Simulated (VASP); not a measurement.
Runs of VASP 6.6.1 on Cl2. The cell holds a molecule in a box, 2 atoms: a = 12.000 Å, b = 12.300 Å, c = 12.600 Å, α = 90.00°, β = 90.00°, γ = 90.00°. 

| level | cutoff (eV) | grid for exact exchange (PRECFOCK) | share of exact exchange | screening parameter | gap on the mesh (eV) | largest force (eV/Å) |
| --- | --- | --- | --- | --- | --- | --- |
| PBE0 | 520 | Normal | 0.25 | - | 5.51 | 0.75 |
| PBE | 520 | - | - | - | 3.00 | 0.18 |
| PBE | 400 | - | - | - | 3.00 | 0.18 |
| HSE06 | 520 | Normal | 0.25 | 0.2079 1/Å | (a) | 0.74 |

Alike in all rows: task single point; potentials or basis VASP PAW PBE potentials, release 64 (Cl); no spin polarisation; cell as given; k mesh 1 × 1 × 1; smearing fermi-dirac 0.01 eV.

Question: Estimate the missing entries.

Answer: (a) 4.70.

Caveats: the PAW data sets were made with another functional, which shifts forces and pressure a little (at least some runs).

